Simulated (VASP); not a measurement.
Here is a VASP 6.6.1 calculation.

INCAR

```
SYSTEM = C
ALGO     = Normal         ! electronic algorithm
EDIFF    = 1E-6           ! SCF threshold, eV
ENCUT    = 520            ! plane-wave cutoff, eV
GGA      = PE             ! functional
ISIF     = 2              ! what is computed and relaxed
ISMEAR   = 0              ! smearing method
LASPH    = .True.         ! aspherical terms in the spheres
LCHARG   = .False.        ! write CHGCAR
LREAL    = .False.        ! projectors in reciprocal space
LWAVE    = .False.        ! write WAVECAR
NBANDS   = 36             ! bands
NELM     = 60             ! most SCF steps
PREC     = Accurate       ! precision mode
SIGMA    = 0.05           ! smearing width, eV
```

File KPOINTS:

```
k-points
0
Gamma
  12 12 2
  0 0 0
```

The input POSCAR:

```
C
1.0
    2.5709566628      0.0462520145      0.0462520145
   -1.2454229119      2.2033877747      0.0169294123
    0.2280742143      0.2280742143     12.6776947464
C
12
Direct
    0.0000000000      0.0000000000      0.1868593266
    0.0000000000      0.0000000000      0.6868593266
    0.0000000000      0.0000000000      0.3131406734
    0.0000000000      0.0000000000      0.8131406734
    0.3333333333      0.6666666667      0.5207665411
    0.6666666667      0.3333333333      0.0207665411
    0.3333333333      0.6666666667      0.9792334589
    0.6666666667      0.3333333333      0.4792334589
    0.3333333333      0.6666666667      0.6450950823
    0.6666666667      0.3333333333      0.1450950823
    0.3333333333      0.6666666667      0.8549049177
    0.6666666667      0.3333333333      0.3549049177
```

Potentials or basis: VASP PAW PBE potentials, release 64 (C).

Command:

```bash
$ cat potpaw_PBE.64/C/POTCAR > POTCAR
$ mpirun -np 1 vasp_std > vasp.out
```

(1) Predict the pressure.

(2) What does it give for the band gap on the k mesh?

(3) Estimate the largest force.

## Answers

(1) -21.6 GPa.

(2) 3.69 eV (least direct gap 4.58 eV).

(3) 0.082 eV/Å.

Caveat: the cell stands under tension.
